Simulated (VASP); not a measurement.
# YMg2O2 (I4/mmm) in VASP: relaxation of cell and atoms with PBE

Aim: the relaxation of cell and atoms of YMg2O2 with PBE.

Program: VASP 6.6.1. These are calculated values, not measurements. Logs are shortened: lines on timing, memory, paths and dates and some standing lists are left out, and cuts for length are marked.

## 1. The cell of the first run

It takes space group I4/mmm (No. 139, tetragonal). Conventional cell: a = 3.889 Å, b = 3.889 Å, c = 9.544 Å, α = 90.00°, β = 90.00°, γ = 90.00°. Within 4.1 Å of Y (site symmetry 4/mmm) lie 8 O at 3.08 Å and 10 Mg at 3.14 to 3.20 Å and 4 Y at 3.89 Å. Within 2.8 Å of Mg (site symmetry 4mm) lie 4 O at 2.09 Å. O (site symmetry -4m2) has 4 Mg at 2.09 Å and 4 O at 2.75 Å within 2.8 Å.

The cell was generated, and may not be a known phase.

## 2. Relaxation of cell and atoms, PBE

File INCAR:

```
SYSTEM = YMg2O2
PREC = Accurate
ENCUT = 600
EDIFF = 1E-7
ISMEAR = 0
SIGMA = 0.1
LREAL = .FALSE.
LASPH = .TRUE.
NELM = 100
ALGO = Normal
ISIF = 3
LWAVE = .FALSE.
LCHARG = .FALSE.
GGA = PE
IBRION = 2
NSW = 100
EDIFFG = -0.01
```

File KPOINTS:

```
regular mesh
0
G
  14 14 14
  0 0 0
```

File POSCAR:

```
YMg2O2
1.0
   -1.9445890011      1.9445890011      4.7718628083
    1.9445890011     -1.9445890011      4.7718628083
    1.9445890011      1.9445890011     -4.7718628083
Y Mg O
1 2 2
Direct
    0.0000000000      0.0000000000      0.0000000000
    0.3294078539      0.3294078539      0.0000000000
    0.6705921461      0.6705921461      0.0000000000
    0.7500000000      0.2500000000      0.5000000000
    0.2500000000      0.7500000000      0.5000000000
```

Potentials or basis: VASP PAW PBE potentials, release 64 (Y_sv, Mg, O).

Started as:

```sh
$ cat potpaw_PBE.64/Y_sv/POTCAR potpaw_PBE.64/Mg/POTCAR potpaw_PBE.64/O/POTCAR > POTCAR
$ mpirun -np 1 vasp_std > vasp.out
```

OUTCAR:

```text
SYSTEM = YMg2O2
   PREC = Accurate
   ENCUT = 600
   EDIFF = 1E-7
   ISMEAR = 0
   LREAL = .FALSE.
   LASPH = .TRUE.
   NELM = 100
   ISIF = 3
   GGA = PE
   IBRION = 2
   NSW = 100
   EDIFFG = -0.01

 ion  position               nearest neighbor table
   1  0.000  0.000  0.000-   4 3.08   5 3.08   4 3.08   5 3.08   4 3.08   5 3.08   4 3.08   5 3.08
                             2 3.14   3 3.14   3 3.20   3 3.20   3 3.20   2 3.20   3 3.20   2 3.20
   2  0.329  0.329  0.000-   4 2.09   5 2.09   5 2.09   4 2.09   3 3.14   3 3.14   3 3.14   3 3.14
                             1 3.14   1 3.20   1 3.20   1 3.20   1 3.20   3 3.26
   3  0.671  0.671  0.000-   5 2.09   4 2.09   4 2.09   5 2.09   2 3.14   2 3.14   2 3.14   2 3.14
                             1 3.14   1 3.20   1 3.20   1 3.20   1 3.20   2 3.26
   4  0.750  0.250  0.500-   2 2.09   3 2.09   2 2.09   3 2.09   1 3.08   1 3.08   1 3.08   1 3.08

   5  0.250  0.750  0.500-   2 2.09   3 2.09   2 2.09   3 2.09   1 3.08   1 3.08   1 3.08   1 3.08

  LATTYP: Found a body centered tetragonal cell.
 ALAT       =     3.8891780022
 C/A-ratio  =     2.4539184401

  Lattice vectors:

 A1 = (  -1.9445890011,   1.9445890011,   4.7718628083)
 A2 = (   1.9445890011,  -1.9445890011,   4.7718628083)
 A3 = (   1.9445890011,   1.9445890011,  -4.7718628083)

Analysis of symmetry for initial positions (statically):
=====================================================================
 Subroutine PRICEL returns:
 Original cell was already a primitive cell.

 Routine SETGRP: Setting up the symmetry group for a
 body centered tetragonal supercell.

 Subroutine GETGRP returns: Found 16 space group operations
 (whereof 16 operations were pure point group operations)
 out of a pool of 16 trial point group operations.

The static configuration has the point symmetry D_4h.

Analysis of symmetry for dynamics (positions and initial velocities):
=====================================================================
 Subroutine PRICEL returns:
 Original cell was already a primitive cell.

 Routine SETGRP: Setting up the symmetry group for a
 body centered tetragonal supercell.

 Subroutine GETGRP returns: Found 16 space group operations
 (whereof 16 operations were pure point group operations)
 out of a pool of 16 trial point group operations.

The dynamic configuration has the point symmetry D_4h.

 Subroutine INISYM returns: Found 16 space group operations
 (whereof 16 operations are pure point group operations),
 and found     1 'primitive' translations

----------------------------------------------------------------------------------------

                                     Primitive cell

  volume of cell :      72.1778

  direct lattice vectors                    reciprocal lattice vectors
    -1.944589001  1.944589001  4.771862808     0.000000000  0.257123742  0.104780883
     1.944589001 -1.944589001  4.771862808     0.257123742  0.000000000  0.104780883
     1.944589001  1.944589001 -4.771862808     0.257123742  0.257123742  0.000000000

  length of vectors
     5.507588168  5.507588168  5.507588168     0.277653835  0.277653835  0.363627883

  position of ions in fractional coordinates (direct lattice)
     0.000000000  0.000000000  0.000000000
     0.329407854  0.329407854  0.000000000
     0.670592146  0.670592146  0.000000000
     0.750000000  0.250000000  0.500000000
     0.250000000  0.750000000  0.500000000

  ion indices of the primitive-cell ions
   primitive index   ion index
                 1           1
                 2           2
                 3           3
                 4           4
                 5           5

----------------------------------------------------------------------------------------

 KPOINTS: regular mesh

Automatic generation of k-mesh.
 Grid dimensions read from file:
 generate k-points for:   14   14   14

 Generating k-lattice:

  Cartesian coordinates                     Fractional coordinates (reciprocal lattice)
     0.000000000  0.018365982  0.007484349     0.071428571  0.000000000 -0.000000000
     0.018365982  0.000000000  0.007484349     0.000000000  0.071428571 -0.000000000
     0.018365982  0.018365982  0.000000000     0.000000000  0.000000000  0.071428571

  Length of vectors
     0.019832417  0.019832417  0.025973420

  Shift w.r.t. Gamma in fractional coordinates (k-lattice)
     0.000000000  0.000000000  0.000000000

 Subroutine IBZKPT returns following result:
 ===========================================

 Found    244 irreducible k-points:

 Following reciprocal coordinates:
            Coordinates               Weight
  0.000000  0.000000  0.000000      1.000000
  0.071429  0.000000  0.000000      8.000000
  0.142857 -0.000000  0.000000      8.000000
  0.214286  0.000000  0.000000      8.000000
  0.285714  0.000000  0.000000      8.000000
  0.357143  0.000000 -0.000000      8.000000
[... 16 lines left out ...]
  0.214286  0.142857  0.000000     16.000000
  0.285714  0.142857  0.000000     16.000000
 [... further k-points ...]
   k-points           NKPTS =    244   k-points in BZ     NKDIM =    244   number of bands    NBANDS=     17
   number of dos      NEDOS =    301   number of ions     NIONS =      5
   total plane-waves  NPLWV = 110592
   dimension x,y,z NGX =    48 NGY =   48 NGZ =   48
   dimension x,y,z NGXF=    96 NGYF=   96 NGZF=   96
   ions per type =               1   2   2
   NGX,Y,Z   is equivalent  to a cutoff of  14.49, 14.49, 14.49 a.u.
   NGXF,Y,Z  is equivalent  to a cutoff of  28.98, 28.98, 28.98 a.u.
 SYSTEM =  YMg2O2
   PREC   = accura    normal or accurate (medium, high low for compatibility)
   ISTART =      0    job   : 0-new  1-cont  2-samecut
   ICHARG =      2    charge: 1-file 2-atom 10-const
   ISPIN  =      1    spin polarized calculation?
   LNONCOLLINEAR =      F non collinear calculations
   LSORBIT =      F    spin-orbit coupling
   LASPH  =      T    aspherical Exc in radial PAW
   ENCUT  =  600.0 eV  44.10 Ry    6.64 a.u.  11.00 11.00 11.00*2*pi/ulx,y,z
   NELM   =    100;   NELMIN=  2; NELMDL= -5     # of ELM steps
   EDIFF  = 0.1E-06   stopping-criterion for ELM
   LREAL  =      F    real-space projection
   EDIFFG = -.1E-01   stopping-criterion for IOM
   NSW    =    100    number of steps for IOM
   IBRION =      2    ionic relax: 0-MD 1-quasi-New 2-CG
   NFREE  =      1    steps in history (QN), initial steepest desc. (CG)
   ISIF   =      3    stress and relaxation
   ISYM   =      2    0-nonsym 1-usesym 2-fastsym
   POTIM  = 0.5000    time-step for ionic-motion
   TEBEG  =    0.0;   TEEND  =   0.0 temperature during run
   PSTRESS=    0.0 pullay stress
   NELECT =      27.0000    total number of electrons
   NUPDOWN=      -1.0000    fix difference up-down
   EMIN   =  10.00;   EMAX   =-10.00  energy-range for DOS
   EFERMI =   0.00;   METHOD = LEGACY
   ISMEAR =     0;   SIGMA  =   0.10  broadening in eV -4-tet -1-fermi 0-gaus
   EFERMI_NEDOS =   21; number of points for ismear=-14 and -15
   IALGO  =     38    algorithm
   IMIX   =      4    mixing-type and parameters
     AMIX     =   0.40;   BMIX     =  1.00
     AMIX_MAG =   1.60;   BMIX_MAG =  1.00
  volume/ion in A,a.u.               =      14.44        97.42
  Fermi-wavevector in a.u.,A,eV,Ry     =   1.179582  2.229087 18.931340  1.391414
  Thomas-Fermi vector in A             =   2.315890
   LORBIT       =      0    0 simple, 1 ext, 2 COOP (PROOUT), +10 PAW based schemes
   GGA     = PE    functional components
   LHFCALC =     F    Hartree Fock is set to
   AEXX    =    0.0000 exact exchange contribution
   IVDW    =     0    specifies the selected vdW correction
   LEPSILON=     F    determine dielectric tensor
   LRPA    =     F    only Hartree local field effects (RPA)
 conjugate gradient relaxation of ions
 non-spin polarized calculation
 Gauss-broadening in eV      SIGMA  =   0.10
  energy-cutoff  :      600.00
  volume of cell :       72.18
 maximum number of plane-waves:      2428
 NGX is ok and might be reduce to    48
   NGX = 21   NGY = 21   NGZ = 21

--------------------------------------- Ionic step        1  -------------------------------------------

 number of electron      27.0000002 magnetization

 Free energy of the ion-electron system (eV)
  ---------------------------------------------------
  ext. energy  EPLUGINS =         0.00000000
  ---------------------------------------------------
  free energy    TOTEN  =       -27.65107020 eV

  energy without entropy =      -27.64235729  energy(sigma->0) =      -27.64671374

------------------------ aborting loop because EDIFF is reached ----------------------------------------

  FORCE on cell =-STRESS in cart. coord.  units (eV):
  Direction    XX          YY          ZZ          XY          YZ          ZX
  --------------------------------------------------------------------------------------
  -------------------------------------------------------------------------------------
  Total       -0.2273779     -0.2273779     -0.0785814      0.0000000     -0.0000000      0.0000000
  in kB       -5.0472553     -5.0472553     -1.7443221      0.0000000     -0.0000000      0.0000000
  external PRESSURE =      -3.9462776 kB  Pullay stress =       0.0000000 kB
[... 141 lines left out ...]
  energy  without entropy=      -27.6429511066  energy(sigma->0) =      -27.64728260

--------------------------------------- Ionic step        5  -------------------------------------------

 number of electron      27.0000002 magnetization

 Free energy of the ion-electron system (eV)
  ---------------------------------------------------
  ext. energy  EPLUGINS =         0.00000000
  ---------------------------------------------------
  free energy    TOTEN  =       -27.65164180 eV

  energy without entropy =      -27.64296638  energy(sigma->0) =      -27.64730409

 E-fermi :   5.3507     XC(G=0): -10.2549

 val. band max:        5.3289004000   @ k =  -0.2143   0.2857   0.0714
 cond. band min:       5.3532333426   @ k =  -0.2143  -0.3571   0.2143
 fundamental gap:      0.0243329426
 Fermi energy:         5.3506917416

 k-point     1 :       0.0000    0.0000    0.0000
  band No.  band energies     occupation
      1     -38.7695      2.00000
      2     -19.0268      2.00000
      3     -18.5592      2.00000
      4     -18.5592      2.00000
      5     -14.6694      2.00000
      6     -13.2890      2.00000
[... 9 lines left out ...]
     16       7.4727      0.00000
     17       7.4727      0.00000
[... 443 lines left out ...]
      1     -38.7633      2.00000
      2     -19.0268      2.00000
      3     -18.6491      2.00000
      4     -18.5798      2.00000
      5     -14.3139      2.00000
      6     -13.5631      2.00000
[... 9 lines left out ...]
     16       6.3357      0.00000
     17       6.9037      0.00000

 [... further k-points ...]

------------------------ aborting loop because EDIFF is reached ----------------------------------------

  FORCE on cell =-STRESS in cart. coord.  units (eV):
  Direction    XX          YY          ZZ          XY          YZ          ZX
  --------------------------------------------------------------------------------------
  -------------------------------------------------------------------------------------
  Total       -0.0049480     -0.0049480      0.0477709      0.0000000      0.0000000      0.0000000
  in kB       -0.1102080     -0.1102080      1.0640045      0.0000000      0.0000000      0.0000000
  external PRESSURE =       0.2811962 kB  Pullay stress =       0.0000000 kB
[... 20 lines left out ...]
  FREE ENERGIE OF THE ION-ELECTRON SYSTEM (eV)
  ---------------------------------------------------
  free  energy   TOTEN  =       -27.6516417973 eV

  energy  without entropy=      -27.6429663816  energy(sigma->0) =      -27.64730409

 reached required accuracy - stopping structural energy minimisation
```

Run time: 26 min. Hardware: 1 thread of Intel Xeon Platinum 8488C (Sapphire Rapids), shared host; peak memory 0.71 GiB.

Results:

* Free energy: -27.6516 eV
* Relaxed volume: 14.39 Å³/atom
* Relaxed cell: a = 5.505 Å, b = 5.505 Å, c = 5.505 Å, α = 138.70°, β = 138.70°, γ = 59.83°
* Space group after relaxing (to 0.1 Å): I4/mmm (No. 139)
* Energy gained by relaxing: 0.1 meV/atom
* Ionic steps: 5
* Pressure after relaxing: 0.0 GPa
* Band gap on the k mesh: zero (an odd number of electrons rules out a gap without spin polarisation)

Step by step:
```csv
step,energy change (eV),largest force (eV/Å),pressure (GPa),volume (Å³)
1,0.0000,0.0445,-0.39,72.18
2,-0.0005,0.0129,0.15,71.81
3,-0.0005,0.0194,0.04,71.88
4,-0.0005,0.0113,0.04,71.90
5,-0.0006,0.0009,0.03,71.93
```

Final structure:
```cif
data_structure
_symmetry_space_group_name_H-M 'P 1'
_symmetry_Int_Tables_number 1
_cell_length_a 5.5049
_cell_length_b 5.5049
_cell_length_c 5.5049
_cell_angle_alpha 138.699
_cell_angle_beta 138.699
_cell_angle_gamma 59.834
_cell_volume 71.93
loop_
_atom_site_label
_atom_site_type_symbol
_atom_site_fract_x
_atom_site_fract_y
_atom_site_fract_z
_atom_site_occupancy
Y1 Y 0.00000 0.00000 0.00000 1
Mg1 Mg 0.32899 0.32899 0.00000 1
Mg2 Mg 0.67101 0.67101 0.00000 1
O1 O 0.75000 0.25000 0.50000 1
O2 O 0.25000 0.75000 0.50000 1
```

The gap in the log of VASP goes by the Fermi energy; the results here count the filled bands.